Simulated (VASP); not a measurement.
# Ga2Sb2CO: single point with PBE+D3(BJ)

Ga2Sb2CO, a slab with vacuum:

```
Sb Ga O C
1.0
     4.33438    0.00000    0.00000
    -2.16719    3.75368    0.00000
     0.00000    0.00000   23.31974
Sb Ga O C
2 2 1 1
Direct
  0.00000 0.00000 0.17153
  0.33333 0.66667 0.33016
  0.33333 0.66667 0.20947
  0.66667 0.33333 0.36320
  0.77778 0.77778 0.52186
  0.77778 0.77778 0.57118
```

- Program: VASP 6.6.1
- Task: single point
- Functional: PBE
- Dispersion: D3(BJ)
- Potentials or basis: VASP PAW PBE potentials, release 64 (Sb, Ga_d, O, C)
- Cutoff: 520 eV
- k mesh: 6 × 6 × 1
- Occupations: gaussian, width 0.1 eV
- Spin: no spin polarisation
- Dipole correction: yes
- Further INCAR settings: ALGO = Normal; EDIFF = 1e-06; NBANDS = 32

| Quantity | Value |
| --- | --- |
| Largest force | 0.714 eV/Å |
| Band gap on the k mesh | 0.04 eV (least direct gap 0.14 eV) |
| Dispersion energy per atom | -0.162 eV |

Forces in eV/Å, atoms in the order of the input:
```
Sb  -0.001  0.000  0.171
Sb   0.000 -0.002 -0.014
Ga   0.000  0.000 -0.148
Ga  -0.001 -0.001  0.022
O    0.003  0.005  0.683
C   -0.001 -0.002 -0.714
```

Levels at points of the mesh, in eV from the valence-band top:
| k point | band 20 | band 21 | band 22 | band 23 | band 24 | band 25 | band 26 | band 27 |
| --- | --- | --- | --- | --- | --- | --- | --- | --- |
| (0.00, 0.00, 0.00) | -1.13 | -1.13 | 0.00 | 0.00 | 0.14 | 0.88 | 1.47 | 1.47 |
| (0.50, 0.00, 0.00) | -2.53 | -2.47 | -1.30 | -1.19 | 0.41 | 0.69 | 1.18 | 1.33 |
| (0.00, 0.50, 0.00) | -2.53 | -2.47 | -1.30 | -1.19 | 0.38 | 0.71 | 1.17 | 1.33 |
| (0.50, 0.50, 0.00) | -2.53 | -2.47 | -1.30 | -1.19 | 0.40 | 0.70 | 1.17 | 1.33 |

Run time: 3.6 min on 1 thread of Intel(R) Xeon(R) Platinum 8488C (Sapphire Rapids), with other jobs on the host, peak memory 0.63 GiB.

Caveat: semilocal functionals underestimate gaps, and a narrow one can read as zero; spin-orbit coupling is left out, which moves the levels of the heavy elements.
